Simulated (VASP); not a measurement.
Si16H5Cl, 22 atoms in the cell. The cell holds a slab with vacuum, 22 atoms: a = 7.679 Å, b = 7.679 Å, c = 17.419 Å, α = 90.00°, β = 90.00°, γ = 60.00°. 

* Program: VASP 6.6.1
* Task: single point
* Functional: PBE
* Potentials or basis: VASP PAW PBE potentials, release 64 (H, Si, Cl)
* Cutoff: 520 eV
* k mesh: 2 × 2 × 1
* Occupations: gaussian, width 0.02 eV
* Spin: no spin polarisation
* Dipole correction: no
* Further INCAR settings: LREAL = Auto; ALGO = Normal; EDIFF = 1e-07; NBANDS = 55

Potentials or basis: VASP PAW PBE potentials, release 64 (H, Si, Cl).

The run is started by

```bash
$ cat potpaw_PBE.64/H/POTCAR potpaw_PBE.64/Si/POTCAR potpaw_PBE.64/Cl/POTCAR > POTCAR
$ mpirun -np 1 vasp_std > vasp.out
```

Hardware: 1 thread of Intel(R) Xeon(R) Platinum 8488C (Sapphire Rapids), on a shared host.

Task: How long does it take, and how much memory?

Result: It took 8.5 min on 1 thread of Intel(R) Xeon(R) Platinum 8488C (Sapphire Rapids) (shared host), peak memory 0.97 GiB. Counts: scf iterations 27, k points 4.
